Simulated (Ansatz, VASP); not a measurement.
## Two plane-wave programs on Hf

Contents of INCAR:

```
SYSTEM = Hf
PREC = Accurate ; ENCUT = 600
EDIFF = 1E-7 ; ISMEAR = 0
SIGMA = 0.1 ; LREAL = .FALSE.
LASPH = .TRUE. ; NELM = 100
ALGO = Normal ; ISIF = 3
LWAVE = .FALSE. ; LCHARG = .FALSE.
GGA = PE ; IBRION = 2
NSW = 100 ; EDIFFG = -0.01
```

KPOINTS

```
regular mesh
0
G
  22 22 22
  0 0 0
```

The input POSCAR:

```
Hf
1.0
   -1.7749165777      1.7749165777      1.7749165777
    1.7749165777     -1.7749165777      1.7749165777
    1.7749165777      1.7749165777     -1.7749165777
Hf
1
Direct
    0.0000000000      0.0000000000      0.0000000000
```

Input for Ansatz:

```yaml
crystal:
  lattice:
    - [-1.7749165777, 1.7749165777, 1.7749165777]
    - [1.7749165777, -1.7749165777, 1.7749165777]
    - [1.7749165777, 1.7749165777, -1.7749165777]
  atoms:
    - { symbol: Hf, position: [0.0, 0.0, 0.0] }
basis:
  ecutwfc: 420
kpoints:
  mp_grid: { grid: [22, 22, 22] }
hamiltonian:
  xc: pbe
scf:
  occupations: { method: gaussian, width: 0.1 }
output:
  forces: true
  stress: true
  eigenvalues: true
relax:
  adjacent_minimum: "off"
  f_tol: 0.01
  max_steps: 80
  cell: { stress_tol: 0.05 }
```

Alike in both runs: task relaxation of cell and atoms; functional PBE; k mesh 22 × 22 × 22; occupations gaussian, width 0.1 eV; no spin polarisation.

|  | VASP | Ansatz |
| --- | --- | --- |
| version | VASP 6.6.1 | Ansatz 0.2.0 |
| potentials or method | VASP PAW PBE potentials, release 64 (Hf_pv), cutoff 600 eV | scalar-relativistic, plane waves, PAW |
| valence electrons in the cell | 10 | 26 |

Ansatz gave:

| Property | Result |
| --- | --- |
| gap on the k mesh at the Fermi level, each at its own relaxed structure (eV) | none |
| relaxed volume (Å³/atom) | 22.27 |
| relaxed cell length with the largest relative difference (Å) | 3.070 |

Problem. What did VASP give for the same quantities?

Solution. gap on the k mesh at the Fermi level, each at its own relaxed structure (eV): none; relaxed volume (Å³/atom): 22.20; relaxed cell length with the largest relative difference (Å): 3.067.

A gap of «none» marks a metal or a gap that the smearing closes. VASP's potentials hold 10 valence electrons a cell and Ansatz's 26, so a difference there can come from the potentials and not from the codes.

Spin-orbit coupling is off throughout.
